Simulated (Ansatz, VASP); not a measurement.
## Two plane-wave programs on LiCl

```xyz
2
Lattice="0.0000 2.5432 2.5432 2.5432 0.0000 2.5432 2.5432 2.5432 0.0000" Properties=species:S:1:pos:R:3 pbc="T T T"
Li    0.0000    0.0000    0.0000
Cl    2.5432    2.5432    2.5432
```

Alike in both runs: task single point; functional LDA; k mesh 6 × 6 × 6; no spin polarisation.

|  | VASP | Ansatz |
| --- | --- | --- |
| version | VASP 6.6.1 | Ansatz 0.2.0 |
| potentials or method | VASP PAW LDA potentials, release 64 (Li_sv, Cl), cutoff 750 eV | plane waves, PAW |
| occupations | gaussian, width 0.01 eV | fixed |
| valence electrons in the cell | 10 | 10 |

Ansatz gave:

* pressure (GPa): -2.5

Q: Which values does VASP return?

A: Pressure (GPa): -2.6.

LDA's correlation is that of Perdew and Zunger in VASP and of Perdew and Wang (1992) in Ansatz. Ansatz's warnings: stress scf threshold loose.
